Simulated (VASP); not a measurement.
# InSe (R3m) in VASP: further runs

The runs below take InSe through single point, with PBEsol.

All numbers are computed with VASP 6.6.1; they aren't measurements. Logs are shortened: lines on timing, memory, paths and dates and some standing lists are left out, and cuts for length are marked.

**Measured values to compare with.**

“The Interaction of Hydrogen with the van der Waals Crystal γ-InSe”, 2020, pmc:7321205 reports, for a bulk crystal of InSe at 300 K: band gap 1.25 eV.

The runs below are set against these values where they give the same quantity.

## 1. The cell of the first run

Symmetry: R3m, No. 160, trigonal system. The conventional cell has a = 4.009 Å, b = 4.009 Å, c = 25.289 Å, α = 90.00°, β = 90.00°, γ = 120.00°. In (site symmetry 3m) has 3 Se at 2.64 Å and 1 In at 2.78 Å within 3.5 Å. Within 3.5 Å of In (site symmetry 3m) lie 3 Se at 2.64 Å and 1 In at 2.78 Å. Within 3.5 Å of Se (site symmetry 3m) lie 3 In at 2.64 Å. Se (site symmetry 3m) has 3 In at 2.64 Å within 3.5 Å.

## 2. Single point, PBEsol

INCAR

```
PREC = Accurate
ENCUT = 520
EDIFF = 1E-6
ISMEAR = 0
SIGMA = 0.02
LREAL = False
LASPH = True
NELM = 60
ALGO = Normal
ISIF = 2
LWAVE = False
LCHARG = False
GGA = PS
NBANDS = 27
```

KPOINTS

```
regular mesh
0
Gamma
  12 12 12
```

POSCAR

```
InSe
1.0
    2.0044546171      1.1572724128      8.4295996838
   -2.0044546171      1.1572724128      8.4295996838
    0.0000000000     -2.3145448255      8.4295996838
In Se
2 2
Direct
    0.0007716448      0.0007716448      0.0007716448
    0.1105681899      0.1105681899      0.1105681899
    0.6169296243      0.6169296243      0.6169296243
    0.8277305410      0.8277305410      0.8277305410
```

Potentials or basis: VASP PAW PBE potentials, release 64 (In_d, Se).

On the command line:

```sh
$ cat potpaw_PBE.64/In_d/POTCAR potpaw_PBE.64/Se/POTCAR > POTCAR
$ mpirun -np 1 vasp_std > vasp.out
```

OUTCAR:

```text
PREC = Accurate
   ENCUT = 520
   EDIFF = 1E-6
   ISMEAR = 0
   LREAL = False
   LASPH = True
   NELM = 60
   ISIF = 2
   GGA = PS

 ion  position               nearest neighbor table
   1  0.001  0.001  0.001-   3 2.64   3 2.64   3 2.64   2 2.78
   2  0.111  0.111  0.111-   4 2.64   4 2.64   4 2.64   1 2.78
   3  0.617  0.617  0.617-   1 2.64   1 2.64   1 2.64
   4  0.828  0.828  0.828-   2 2.64   2 2.64   2 2.64

  LATTYP: Found a trigonal (rhomboedric) cell.
 ALAT       =     8.7415827273
 COS(alpha) =     0.8948420025

  Lattice vectors:

 A1 = (   2.0044546171,   1.1572724128,   8.4295996838)
 A2 = (  -2.0044546171,   1.1572724128,   8.4295996838)
 A3 = (   0.0000000000,  -2.3145448255,   8.4295996838)

Analysis of symmetry for initial positions (statically):
=====================================================================
 Subroutine PRICEL returns:
 Original cell was already a primitive cell.

 Routine SETGRP: Setting up the symmetry group for a
 trigonal (rhombohedral) supercell.

 Subroutine GETGRP returns: Found  6 space group operations
 (whereof  6 operations were pure point group operations)
 out of a pool of 12 trial point group operations.

The static configuration has the point symmetry C_3v.

Analysis of symmetry for dynamics (positions and initial velocities):
=====================================================================
 Subroutine PRICEL returns:
 Original cell was already a primitive cell.

 Routine SETGRP: Setting up the symmetry group for a
 trigonal (rhombohedral) supercell.

 Subroutine GETGRP returns: Found  6 space group operations
 (whereof  6 operations were pure point group operations)
 out of a pool of 12 trial point group operations.

The dynamic configuration has the point symmetry C_3v.

 Subroutine INISYM returns: Found  6 space group operations
 (whereof  6 operations are pure point group operations),
 and found     1 'primitive' translations

----------------------------------------------------------------------------------------

                                     Primitive cell

  volume of cell :     117.3249

  direct lattice vectors                    reciprocal lattice vectors
     2.004454617  1.157272413  8.429599684     0.249444410  0.144016797  0.039543198
    -2.004454617  1.157272413  8.429599684    -0.249444410  0.144016797  0.039543198
     0.000000000 -2.314544826  8.429599684     0.000000000 -0.288033595  0.039543198

  length of vectors
     8.741582727  8.741582727  8.741582727     0.290735303  0.290735303  0.290735303

  position of ions in fractional coordinates (direct lattice)
     0.000771645  0.000771645  0.000771645
     0.110568190  0.110568190  0.110568190
     0.616929624  0.616929624  0.616929624
     0.827730541  0.827730541  0.827730541

  ion indices of the primitive-cell ions
   primitive index   ion index
                 1           1
                 2           2
                 3           3
                 4           4

----------------------------------------------------------------------------------------

 KPOINTS: regular mesh

Automatic generation of k-mesh.
 Grid dimensions read from file:
 generate k-points for:   12   12   12

 Generating k-lattice:

  Cartesian coordinates                     Fractional coordinates (reciprocal lattice)
     0.020787034  0.012001400  0.003295267     0.083333333  0.000000000  0.000000000
    -0.020787034  0.012001400  0.003295267     0.000000000  0.083333333  0.000000000
     0.000000000 -0.024002800  0.003295267     0.000000000  0.000000000  0.083333333

  Length of vectors
     0.024227942  0.024227942  0.024227942

  Shift w.r.t. Gamma in fractional coordinates (k-lattice)
     0.000000000  0.000000000  0.000000000

 Subroutine IBZKPT returns following result:
 ===========================================

 Found    189 irreducible k-points:

 Following reciprocal coordinates:
            Coordinates               Weight
  0.000000  0.000000  0.000000      1.000000
  0.083333 -0.000000  0.000000      6.000000
  0.166667 -0.000000  0.000000      6.000000
  0.250000  0.000000  0.000000      6.000000
  0.333333  0.000000  0.000000      6.000000
  0.416667 -0.000000  0.000000      6.000000
[... 16 lines left out ...]
  0.500000  0.166667  0.000000     12.000000
 -0.416667  0.166667  0.000000     12.000000
 [... further k-points ...]
   k-points           NKPTS =    189   k-points in BZ     NKDIM =    189   number of bands    NBANDS=     27
   number of dos      NEDOS =    301   number of ions     NIONS =      4
   total plane-waves  NPLWV = 343000
   dimension x,y,z NGX =    70 NGY =   70 NGZ =   70
   dimension x,y,z NGXF=   140 NGYF=  140 NGZF=  140
   ions per type =               2   2
   NGX,Y,Z   is equivalent  to a cutoff of  13.31, 13.31, 13.31 a.u.
   NGXF,Y,Z  is equivalent  to a cutoff of  26.62, 26.62, 26.62 a.u.
 SYSTEM =  unknown system
   PREC   = accura    normal or accurate (medium, high low for compatibility)
   ISTART =      0    job   : 0-new  1-cont  2-samecut
   ICHARG =      2    charge: 1-file 2-atom 10-const
   ISPIN  =      1    spin polarized calculation?
   LNONCOLLINEAR =      F non collinear calculations
   LSORBIT =      F    spin-orbit coupling
   LASPH  =      T    aspherical Exc in radial PAW
   ENCUT  =  520.0 eV  38.22 Ry    6.18 a.u.  16.25 16.25 16.25*2*pi/ulx,y,z
   NELM   =     60;   NELMIN=  2; NELMDL= -5     # of ELM steps
   EDIFF  = 0.1E-05   stopping-criterion for ELM
   LREAL  =      F    real-space projection
   EDIFFG = 0.1E-04   stopping-criterion for IOM
   NSW    =      0    number of steps for IOM
   IBRION =     -1    ionic relax: 0-MD 1-quasi-New 2-CG
   NFREE  =      0    steps in history (QN), initial steepest desc. (CG)
   ISIF   =      2    stress and relaxation
   ISYM   =      2    0-nonsym 1-usesym 2-fastsym
   POTIM  = 0.5000    time-step for ionic-motion
   TEBEG  =    0.0;   TEEND  =   0.0 temperature during run
   PSTRESS=    0.0 pullay stress
   NELECT =      38.0000    total number of electrons
   NUPDOWN=      -1.0000    fix difference up-down
   EMIN   =  10.00;   EMAX   =-10.00  energy-range for DOS
   EFERMI =   0.00;   METHOD = LEGACY
   ISMEAR =     0;   SIGMA  =   0.02  broadening in eV -4-tet -1-fermi 0-gaus
   EFERMI_NEDOS =   21; number of points for ismear=-14 and -15
   IALGO  =     38    algorithm
   IMIX   =      4    mixing-type and parameters
     AMIX     =   0.40;   BMIX     =  1.00
     AMIX_MAG =   1.60;   BMIX_MAG =  1.00
  volume/ion in A,a.u.               =      29.33       197.94
  Fermi-wavevector in a.u.,A,eV,Ry     =   1.124275  2.124572 17.197697  1.263995
  Thomas-Fermi vector in A             =   2.260946
   LORBIT       =      0    0 simple, 1 ext, 2 COOP (PROOUT), +10 PAW based schemes
   GGA     = PS    functional components
   LHFCALC =     F    Hartree Fock is set to
   AEXX    =    0.0000 exact exchange contribution
   IVDW    =     0    specifies the selected vdW correction
   LEPSILON=     F    determine dielectric tensor
   LRPA    =     F    only Hartree local field effects (RPA)
 non-spin polarized calculation
 Gauss-broadening in eV      SIGMA  =   0.02
  energy-cutoff  :      520.00
  volume of cell :      117.32
 maximum number of plane-waves:      3188
 NGX is ok and might be reduce to    70
   NGX = 33   NGY = 33   NGZ = 33

 number of electron      38.0000003 magnetization

 Free energy of the ion-electron system (eV)
  ---------------------------------------------------
  ext. energy  EPLUGINS =         0.00000000
  ---------------------------------------------------
  free energy    TOTEN  =       -15.59886931 eV

  energy without entropy =      -15.59886931  energy(sigma->0) =      -15.59886931

 E-fermi :   4.0642     XC(G=0):  -9.0818

 val. band max:        3.9230114069   @ k =   0.5000   0.5000   0.5000
 cond. band min:       4.2805046797   @ k =   0.5000   0.5000   0.5000
 fundamental gap:      0.3574932728
 Fermi energy:         4.0641750166

 k-point     1 :       0.0000    0.0000    0.0000
  band No.  band energies     occupation
      1     -10.8180      2.00000
      2     -10.6193      2.00000
      3     -10.6193      2.00000
      4     -10.5302      2.00000
      5     -10.5302      2.00000
      6     -10.5207      2.00000
[... 19 lines left out ...]
     26       9.3832      0.00000
     27      11.2764      0.00000

 k-point     2 :       0.0833   -0.0000    0.0000
  band No.  band energies     occupation
      1     -10.8182      2.00000
      2     -10.6497      2.00000
      3     -10.6181      2.00000
      4     -10.5630      2.00000
      5     -10.5250      2.00000
      6     -10.5228      2.00000
[... 19 lines left out ...]
     26       9.5489      0.00000
     27      11.2737      0.00000

 k-point     3 :       0.1667   -0.0000    0.0000
  band No.  band energies     occupation
      1     -10.8245      2.00000
      2     -10.7114      2.00000
      3     -10.6375      2.00000
      4     -10.6160      2.00000
      5     -10.5284      2.00000
      6     -10.5109      2.00000
[... 19 lines left out ...]
     26       9.9452      0.00000
     27      10.6262      0.00000

 k-point     4 :       0.2500    0.0000    0.0000
  band No.  band energies     occupation
      1     -10.8567      2.00000
      2     -10.7501      2.00000
      3     -10.7179      2.00000
      4     -10.6150      2.00000
      5     -10.5360      2.00000
      6     -10.4918      2.00000
[... 19 lines left out ...]
     26      10.3005      0.00000
     27      10.5906      0.00000
[... 516 lines left out ...]
      4     -10.6247      2.00000
      5     -10.5353      2.00000
      6     -10.4753      2.00000
[... 19 lines left out ...]
     26      10.5724      0.00000
     27      10.8872      0.00000

 k-point    23 :       0.5000    0.1667    0.0000
  band No.  band energies     occupation
      1     -10.9426      2.00000
      2     -10.8362      2.00000
      3     -10.7541      2.00000
      4     -10.6287      2.00000
      5     -10.5367      2.00000
      6     -10.4666      2.00000
[... 19 lines left out ...]
     26      10.7543      0.00000
     27      11.4217      0.00000

 k-point    24 :      -0.4167    0.1667    0.0000
  band No.  band energies     occupation
      1     -10.9534      2.00000
      2     -10.8470      2.00000
      3     -10.7531      2.00000
      4     -10.6302      2.00000
      5     -10.5372      2.00000
      6     -10.4634      2.00000
[... 19 lines left out ...]
     26      10.8511      0.00000
     27      11.6531      0.00000

 [... further k-points ...]
[... 5 lines left out ...]
  --------------------------------------------------------------------------------------
  -------------------------------------------------------------------------------------
  Total        0.0412968      0.0412968      0.0296152      0.0000000      0.0000000      0.0000000
  in kB        0.5639454      0.5639454      0.4044226      0.0000000      0.0000000      0.0000000
  external PRESSURE =       0.5107711 kB  Pullay stress =       0.0000000 kB

 VOLUME and BASIS-vectors are now :
 -----------------------------------------------------------------------------
  energy-cutoff  :      520.00
  volume of cell :      117.32
      direct lattice vectors                 reciprocal lattice vectors
     2.004454617  1.157272413  8.429599684     0.249444410  0.144016797  0.039543198
    -2.004454617  1.157272413  8.429599684    -0.249444410  0.144016797  0.039543198
     0.000000000 -2.314544826  8.429599684     0.000000000 -0.288033595  0.039543198

 POSITION                                       TOTAL-FORCE (eV/Angst)
 -----------------------------------------------------------------------------------
      0.00000      0.00000      0.01951         0.000000      0.000000      0.018791
      0.00000      0.00000      2.79614         0.000000     -0.000000     -0.018236
      0.00000      0.00000     15.60141         0.000000     -0.000000     -0.019170
      0.00000      0.00000     20.93231         0.000000      0.000000      0.018616
 -----------------------------------------------------------------------------------
    total drift:                                0.000000     -0.000000      0.000547

  FREE ENERGIE OF THE ION-ELECTRON SYSTEM (eV)
  ---------------------------------------------------
  free  energy   TOTEN  =       -15.5988693079 eV

  energy  without entropy=      -15.5988693079  energy(sigma->0) =      -15.59886931
```

Wall time 20 min (1 thread of Intel Xeon 6975P-C (Granite Rapids), shared host); peak memory 1 GiB.

Results:

```
Free energy            : -15.5989 eV
Pressure               : 0.1 GPa
Largest force          : 0.019 eV/Å
Band gap on the k mesh : 0.36 eV
```

Forces in eV/Å, atoms in the order of the input:
```
In   0.000  0.000  0.019
In   0.000  0.000 -0.018
Se   0.000  0.000 -0.019
Se   0.000  0.000  0.019
```

Caveat: the PAW data sets were made with another functional, which shifts forces and pressure a little; spin-orbit coupling is left out, which moves the levels of the heavy elements.

## 3. Single point, PBEsol (30.21 Å³/atom)

This run uses another cell than the first one, of 30.21 Å³/atom.

INCAR

```
SYSTEM = InSe
PREC = Accurate ; ENCUT = 520
EDIFF = 1E-7 ; ISMEAR = 0
SIGMA = 0.02 ; LREAL = .False.
LASPH = .True. ; NELM = 60
ALGO = Normal ; ISIF = 2
LWAVE = .False. ; LCHARG = .False.
GGA = PS ; NBANDS = 27
```

KPOINTS

```
Automatic mesh
0
Gamma
  12 12 12
  0 0 0
```

POSCAR

```
InSe
1.0
    2.0090849211      1.1599457200      8.6425130271
   -2.0090849211      1.1599457200      8.6425130271
    0.0000000000     -2.3198914401      8.6425130271
In Se
2 2
Direct
    0.0020138582      0.0020138582      0.0020138582
    0.1093181250      0.1093181250      0.1093181250
    0.6195150461      0.6195150461      0.6195150461
    0.8251529706      0.8251529706      0.8251529706
```

Potentials or basis: VASP PAW PBE potentials, release 64 (In_d, Se).

On the command line:

```sh
$ cat potpaw_PBE.64/In_d/POTCAR potpaw_PBE.64/Se/POTCAR > POTCAR
$ mpirun -np 1 vasp_std > vasp.out
```

It took 43 min on 1 thread of Intel Xeon Platinum 8259CL at 2.50GHz (Skylake/Cascade Lake), shared host; peak memory 1 GiB.

It converged, with:

```yaml
Free_energy: -15.5953 eV
Pressure: -0.3 GPa
Largest_force: 0.020 eV/Å
Band_gap_on_the_k_mesh: 0.48 eV
```

Forces on the atoms (eV/Å):
```
In   0.000  0.000  0.020
In   0.000  0.000 -0.019
Se   0.000  0.000 -0.020
Se   0.000  0.000  0.019
```

Levels at points of the mesh, in eV from the valence-band top:
```
           k point  band 15  band 16  band 17  band 18  band 19  band 20  band 21  band 22  band 23  band 24
(0.00, 0.00, 0.00)    -1.33    -1.14    -1.14    -1.11    -1.11     1.57     2.07     4.39     4.39     5.44
(0.50, 0.00, 0.00)    -3.32    -2.20    -2.15    -2.15    -1.61     1.30     1.95     3.68     3.96     4.77
(0.50, 0.50, 0.00)    -3.13    -2.44    -2.32    -1.95    -1.46     1.31     1.94     3.36     3.70     4.46
(0.50, 0.50, 0.50)    -1.22    -1.22    -1.03    -1.03     0.00     0.48     2.13     4.33     4.33     5.66
```

Caveat: the PAW data sets were made with another functional, which shifts forces and pressure a little; spin-orbit coupling is left out, which moves the levels of the heavy elements. A k mesh can miss the band edges.

## 4. Single point, PBEsol (28.45 Å³/atom)

This run uses another cell than the first one, of 28.45 Å³/atom.

INCAR

```
ALGO = Normal
EDIFF = 1E-7
ENCUT = 520
GGA = PS
ISIF = 2
ISMEAR = 0
LASPH = T
LCHARG = F
LREAL = F
LWAVE = F
NBANDS = 27
NELM = 80
PREC = Accurate
SIGMA = 0.02
```

KPOINTS

```
k-points
0
Gamma
  12 12 12
```

POSCAR

```
InSe
1.0
    1.9945807424      1.1515717286      8.2578672569
   -1.9945807424      1.1515717286      8.2578672569
    0.0000000000     -2.3031434571      8.2578672569
In Se
2 2
Direct
   -0.0001715241     -0.0001715241     -0.0001715241
    0.1115306095      0.1115306095      0.1115306095
    0.6146713238      0.6146713238      0.6146713238
    0.8299695908      0.8299695908      0.8299695908
```

On the command line:

```sh
$ cat potpaw_PBE.64/In_d/POTCAR potpaw_PBE.64/Se/POTCAR > POTCAR
$ mpirun -np 1 vasp_std > vasp.out
```

Run time: 60 min. Hardware: 1 thread of Intel Xeon 8259CL, shared host; peak memory 0.9 GiB.

Results (log left out):

```
Free energy            : -15.5917 eV
Pressure               : 0.7 GPa
Largest force          : 0.022 eV/Å
Band gap on the k mesh : 0.32 eV
```

Forces in eV/Å, atoms in the order of the input:
```
In   0.000  0.000  0.022
In   0.000  0.000 -0.022
Se   0.000  0.000 -0.017
Se   0.000  0.000  0.017
```

Stress tensor (GPa, compression positive):
```
0.73 0.00 0.00
0.00 0.73 0.00
0.00 0.00 0.64
```

Levels at points of the mesh, in eV from the valence-band top:
```
           k point  band 15  band 16  band 17  band 18  band 19  band 20  band 21  band 22  band 23  band 24
(0.00, 0.00, 0.00)    -1.70    -1.37    -1.37    -1.22    -1.22     1.75     2.01     4.29     4.29     5.06
(0.50, 0.00, 0.00)    -3.63    -2.53    -2.43    -2.25    -1.74     1.02     1.95     3.58     3.91     4.70
(0.50, 0.50, 0.00)    -3.36    -2.78    -2.60    -2.05    -1.59     1.02     1.92     3.19     3.43     4.21
(0.50, 0.50, 0.50)    -1.44    -1.44    -1.14    -1.14     0.00     0.32     2.09     4.19     4.19     5.57
```

Caveat: the PAW data sets were made with another functional, which shifts forces and pressure a little; spin-orbit coupling is left out, which moves the levels of the heavy elements. A k mesh can miss the band edges.

## 5. Overview

| cell | gap on the mesh (eV) | pressure (GPa) | largest force (eV/Å) |
| --- | --- | --- | --- |
| a = 8.742 Å, angles 26.5°, 4 atoms, atomic positions A | 0.36 | 0.1 | 0.02 |
| a = 8.948 Å, angles 25.9°, 4 atoms, atomic positions B | 0.48 | -0.3 | 0.02 |
| a = 8.573 Å, angles 26.9°, 4 atoms, atomic positions C | 0.32 | 0.7 | 0.02 |

Alike in all rows: task single point; level PBEsol; potentials or basis VASP PAW PBE potentials, release 64 (In_d, Se); no spin polarisation; k mesh 12 × 12 × 12; cutoff (eV) 520; smearing gaussian 0.02 eV.

Caveats: the PAW data sets were made with another functional, which shifts forces and pressure a little; spin-orbit coupling is left out, which moves the levels of the heavy elements.

Total energies depend on the potentials used, so only differences within one code and one set of settings carry meaning.

## 6. Against experiment

Step 2. A measured gap of InSe is 1.25 eV (300 K; “The Interaction of Hydrogen with the van der Waals Crystal γ-InSe”, 2020, pmc:7321205); the calculated 0.36 eV misses it by -0.89 eV. Spin-orbit coupling on In, Se is left out. The value is that of PBEsol on a finite k mesh, which can miss the band edges, without temperature or zero-point motion. Semilocal functionals fall short of measured gaps as a rule.
